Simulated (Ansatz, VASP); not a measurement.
# KI in VASP and in Ansatz

```
K I
1.0
     0.00000    3.54428    3.54428
     3.59745    0.00000    3.54428
     3.59745    3.54428    0.00000
K I
1 1
Cartesian
  0.0000 0.0000 0.0000
  3.5974 3.5443 3.5443
```

Change from the starting cell: uniaxial_x strain +1.5%.

Alike in both runs: task single point; functional r2SCAN; k mesh 6 × 6 × 6; no spin polarisation.

|  | VASP | Ansatz |
| --- | --- | --- |
| version | VASP 6.6.1 | Ansatz 0.2.0 |
| potentials or method | VASP PAW PBE potentials, release 64 (K_sv, I) | plane waves, PAW |
| plane-wave cutoff (eV) | 520 | 500 |
| occupations | gaussian, width 0.01 eV | fixed |
| valence electrons in the cell | 16 | 26 |

Ansatz gave:

```
gap on the k mesh at the Fermi level (eV)                     : 4.55
pressure (GPa)                                                : -0.2
traceless stress, the component that is largest in VASP (GPa) : -0.24
```

Problem. What did VASP give for the same quantities?

Solution. gap on the k mesh at the Fermi level (eV): 4.54; pressure (GPa): -0.2; traceless stress, the component that is largest in VASP (GPa): -0.24.

VASP's potentials were made for PBE, not for r2SCAN. VASP's potentials hold 16 valence electrons a cell and Ansatz's 26, so a difference there can come from the potentials and not from the codes.

Spin-orbit coupling is off throughout.
